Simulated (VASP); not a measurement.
**MoS2: single point with PBE+D3(BJ)**

MoS2:

```xyz
3
Lattice="1.5765 0.9102 5.9965 -1.5765 0.9102 5.9965 0.0000 -1.8204 5.9965" Properties=species:S:1:pos:R:3 pbc="T T T"
Mo    0.0000   -0.0500    0.0003
S     0.0000    0.0750   13.5562
S     0.0000    0.0747   10.4290
```

This cell differs from its parent crystal: atoms displaced along a vibrational mode.

```yaml
Program: VASP 6.6.1
Task: single point
Functional: PBE
Dispersion: D3(BJ)
Potentials_or_basis: VASP PAW PBE potentials, release 64 (Mo_sv, S)
Cutoff: 520 eV
k_mesh: 12 × 12 × 12
Occupations: gaussian, width 0.05 eV
Spin: no spin polarisation
```

| Quantity | Value |
| --- | --- |
| Pressure | 1.0 GPa |
| Largest force | 2.583 eV/Å |
| Band gap on the k mesh | 0.71 eV (least direct gap 1.46 eV) |
| Dispersion energy per atom | -0.440 eV |

Forces on the atoms (eV/Å):
```
Mo   0.000  2.583  0.000
S    0.000 -1.297  0.179
S    0.000 -1.286 -0.179
```

Stress tensor (GPa, compression positive):
```
-1.90  0.00  0.00
 0.00  3.18  0.02
 0.00  0.02  1.65
```

Levels at points of the mesh, in eV from the valence-band top:
```csv
k point,band 11,band 12,band 13,band 14,band 15,band 16
"(0.00, 0.00, 0.00)",-1.69,-1.33,-1.06,1.34,2.04,2.60
"(0.50, 0.00, 0.00)",-2.28,-1.95,-1.04,1.65,2.00,2.74
"(0.00, 0.00, 0.50)",-2.64,-1.75,-1.48,1.51,1.99,3.21
"(0.50, 0.50, 0.00)",-3.31,-1.78,-1.56,1.47,2.15,3.34
"(0.50, 0.00, 0.50)",-2.95,-2.02,-1.03,1.59,2.13,2.59
"(0.50, 0.50, 0.50)",-2.68,-1.64,0.00,1.46,1.87,2.42
```

Wall time 34 min on 1 thread of Oxide Virtual Turin-like Processor, on a shared host, peak memory 0.62 GiB.

Caveat: the cell differs from its parent crystal (atoms displaced along a vibrational mode); the stress differs along the axes, from -2 to 3 GPa; forces of over 1 eV/Å act on the atoms, so gaps and moduli don't describe the material at rest. A k mesh can miss the band edges.
